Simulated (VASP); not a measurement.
Ir, 1 atom in the cell. The structure is trigonal, space group R-3m (No. 166). The conventional cell has a = 2.742 Å, b = 2.742 Å, c = 6.517 Å, α = 90.00°, β = 90.00°, γ = 120.00°. Ir (site symmetry -3m) has 12 Ir at 2.69 to 2.74 Å within 3.5 Å.  This cell differs from its parent crystal: equal xy, yz and zx shear strains of -2 %.

| Quantity | Value |
| --- | --- |
| Program | VASP 6.6.1 |
| Task | electric field gradients |
| Functional | PBEsol |
| Potentials or basis | VASP PAW PBE potentials, release 64 (Ir) |
| Cutoff | 520 eV |
| k mesh | 18 × 18 × 18 |
| Occupations | fermi-dirac, width 0.05 eV |
| Spin | no spin polarisation |
| Dipole correction | no |
| Further INCAR settings | ALGO = Normal; EDIFF = 1e-08; NBANDS = 10 |

Potentials or basis: VASP PAW PBE potentials, release 64 (Ir).

Run with:

```console
$ cat potpaw_PBE.64/Ir/POTCAR > POTCAR
$ mpirun -np 1 vasp_std > vasp.out
```

Hardware: 1 thread of Intel Xeon 8259CL, on a shared host.

**Question.** Estimate the wall time of this run.

**Answer.** Wall time 71 s on 1 thread of Intel Xeon 8259CL, with other jobs on the host, peak memory 0.2 GiB. Counts: scf iterations 13, k points 580.
